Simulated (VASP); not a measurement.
# Sb in VASP: further runs, part 2 of 2

VASP 6.6.1. Earlier steps stand in the parts before.

## Step 4: Single point, PBE

This run uses another cell than the first one: it holds 1 atom, not 3.

Contents of INCAR:

```
PREC = Accurate
ENCUT = 520
EDIFF = 1E-6
ISMEAR = 0
SIGMA = 0.1
LREAL = False
LASPH = True
NELM = 100
ALGO = Normal
ISIF = 2
LWAVE = False
LCHARG = False
GGA = PE
NBANDS = 8
```

Contents of KPOINTS:

```
regular mesh
0
Gamma
  18 18 18
```

Contents of POSCAR:

```
Sb
1.0
    2.1994345285      1.2698441171      1.7943418188
   -2.1994345285      1.2698441171      1.7943418188
    0.0000000000     -2.5396882342      1.7943418188
Sb
1
Direct
    0.5000000000      0.5000000000      0.5000000000
```

Potentials or basis: VASP PAW PBE potentials, release 64 (Sb).

Started as:

```bash
$ cat potpaw_PBE.64/Sb/POTCAR > POTCAR
$ mpirun -np 1 vasp_std > vasp.out
```

OUTCAR:

```text
PREC = Accurate
   ENCUT = 520
   EDIFF = 1E-6
   ISMEAR = 0
   LREAL = False
   LASPH = True
   NELM = 100
   ISIF = 2
   GGA = PE

 ion  position               nearest neighbor table
   1  0.500  0.500  0.500-

  LATTYP: Found a trigonal (rhomboedric) cell.
 ALAT       =     3.1096107296
 COS(alpha) =    -0.0005528209

  Lattice vectors:

 A1 = (   2.1994345285,   1.2698441171,   1.7943418188)
 A2 = (  -2.1994345285,   1.2698441171,   1.7943418188)
 A3 = (   0.0000000000,  -2.5396882342,   1.7943418188)

Analysis of symmetry for initial positions (statically):
=====================================================================
 Subroutine PRICEL returns:
 Original cell was already a primitive cell.

 Routine SETGRP: Setting up the symmetry group for a
 trigonal (rhombohedral) supercell.

 Subroutine GETGRP returns: Found 12 space group operations
 (whereof 12 operations were pure point group operations)
 out of a pool of 12 trial point group operations.

The static configuration has the point symmetry D_3d.

Analysis of symmetry for dynamics (positions and initial velocities):
=====================================================================
 Subroutine PRICEL returns:
 Original cell was already a primitive cell.

 Routine SETGRP: Setting up the symmetry group for a
 trigonal (rhombohedral) supercell.

 Subroutine GETGRP returns: Found 12 space group operations
 (whereof 12 operations were pure point group operations)
 out of a pool of 12 trial point group operations.

The dynamic configuration has the point symmetry D_3d.

 Subroutine INISYM returns: Found 12 space group operations
 (whereof 12 operations are pure point group operations),
 and found     1 'primitive' translations

----------------------------------------------------------------------------------------

                                     Primitive cell

  volume of cell :      30.0689
[... 102 lines left out ...]
   ISMEAR =     0;   SIGMA  =   0.10  broadening in eV -4-tet -1-fermi 0-gaus
   EFERMI_NEDOS =   21; number of points for ismear=-14 and -15
   IALGO  =     38    algorithm
   IMIX   =      4    mixing-type and parameters
     AMIX     =   0.40;   BMIX     =  1.00
     AMIX_MAG =   1.60;   BMIX_MAG =  1.00
  volume/ion in A,a.u.               =      30.07       202.92
  Fermi-wavevector in a.u.,A,eV,Ry     =   0.900241  1.701209 11.026626  0.810434
  Thomas-Fermi vector in A             =   2.023174
   LORBIT       =      0    0 simple, 1 ext, 2 COOP (PROOUT), +10 PAW based schemes
   GGA     = PE    functional components
   LHFCALC =     F    Hartree Fock is set to
   AEXX    =    0.0000 exact exchange contribution
   IVDW    =     0    specifies the selected vdW correction
   LEPSILON=     F    determine dielectric tensor
   LRPA    =     F    only Hartree local field effects (RPA)
 non-spin polarized calculation
 Gauss-broadening in eV      SIGMA  =   0.10
  energy-cutoff  :      520.00
  volume of cell :       30.07
 maximum number of plane-waves:       840
   NGX = 11   NGY = 11   NGZ = 11

 number of electron       4.9999999 magnetization

 Free energy of the ion-electron system (eV)
  ---------------------------------------------------
  ext. energy  EPLUGINS =         0.00000000
  ---------------------------------------------------
  free energy    TOTEN  =        -4.09388645 eV

  energy without entropy =       -4.09147322  energy(sigma->0) =       -4.09267983

 E-fermi :   7.0659     XC(G=0):  -9.5900

 val. band max:        7.0601871032   @ k =  -0.2778   0.2778   0.2778
 cond. band min:       7.1000477374   @ k =   0.4444   0.2778   0.2222
 fundamental gap:      0.0398606342
 Fermi energy:         7.0658806432

 k-point     1 :       0.0000    0.0000    0.0000
  band No.  band energies     occupation
      1      -5.2898      2.00000
      2      10.2798      0.00000
      3      10.2836      0.00000
      4      10.2836      0.00000
      5      13.9468      0.00000
      6      13.9468      0.00000
      7      15.2496      0.00000
      8      24.6258      0.00000
[... 243 lines left out ...]
 k-point    24 :      -0.2222    0.0556    0.0000
  band No.  band energies     occupation
      1      -4.5517      2.00000
      2       5.7613      2.00000
      3      10.3384      0.00000
      4      10.9859      0.00000
      5      14.7748      0.00000
      6      15.7670      0.00000
      7      19.7200      0.00000
      8      20.6639      0.00000

 [... further k-points ...]
[... 5 lines left out ...]
  --------------------------------------------------------------------------------------
  -------------------------------------------------------------------------------------
  Total       -0.0069357     -0.0069357     -0.0029120      0.0000000      0.0000000      0.0000000
  in kB       -0.3695588     -0.3695588     -0.1551638      0.0000000      0.0000000      0.0000000
  external PRESSURE =      -0.2980938 kB  Pullay stress =       0.0000000 kB

 VOLUME and BASIS-vectors are now :
 -----------------------------------------------------------------------------
  energy-cutoff  :      520.00
  volume of cell :       30.07
      direct lattice vectors                 reciprocal lattice vectors
     2.199434528  1.269844117  1.794341819     0.227331159  0.131249706  0.185769138
    -2.199434528  1.269844117  1.794341819    -0.227331159  0.131249706  0.185769138
     0.000000000 -2.539688234  1.794341819     0.000000000 -0.262499411  0.185769138

 POSITION                                       TOTAL-FORCE (eV/Angst)
 -----------------------------------------------------------------------------------
      0.00000      0.00000      2.69151         0.000000     -0.000000      0.000000
 -----------------------------------------------------------------------------------
    total drift:                                0.000000      0.000000     -0.000000

  FREE ENERGIE OF THE ION-ELECTRON SYSTEM (eV)
  ---------------------------------------------------
  free  energy   TOTEN  =        -4.0938864451 eV

  energy  without entropy=       -4.0914732204  energy(sigma->0) =       -4.09267983
```

Run time: 40 s. Hardware: 1 thread of AMD EPYC 9R45 (Zen 5), shared host; peak memory 0.22 GiB.

Results:

```yaml
Free_energy: -4.0939 eV
Pressure: 0.0 GPa
```

Levels at points of the mesh, in eV from the Fermi level:
```csv
k point,band 1,band 2,band 3,band 4,band 5,band 6,band 7,band 8
"(0.00, 0.00, 0.00)",-12.36,3.21,3.22,3.22,6.88,6.88,8.18,17.56
"(0.50, 0.00, 0.00)",-9.97,-5.55,5.20,5.20,8.95,10.55,11.38,11.39
"(0.50, 0.50, 0.00)",-7.43,-3.53,-3.53,2.18,7.21,12.74,13.20,13.21
"(0.50, 0.50, 0.50)",-4.61,-1.64,-1.64,-1.63,4.81,4.81,4.82,6.94
```

Caveat: spin-orbit coupling is left out, which moves the levels of the heavy elements.

## Step 5: The runs side by side

```tsv
cell	k mesh	gap on the mesh (eV)	pressure (GPa)
a = 4.362, b = 4.362, c = 5.489 Å, angles 90.0, 90.0, 120.0°, 3 atoms	6 × 6 × 4	none	-0.2
a = 3.078 Å, 1 atom	18 × 18 × 18	none	1.8
a = 3.110 Å, 1 atom	18 × 18 × 18	none	0.0
```

Alike in all rows: task single point; level PBE; potentials or basis VASP PAW PBE potentials, release 64 (Sb); no spin polarisation; cutoff (eV) 520; smearing gaussian 0.1 eV.

Caveats: spin-orbit coupling is left out, which moves the levels of the heavy elements.

Total energies depend on the potentials used, so only differences within one code and one set of settings carry meaning.
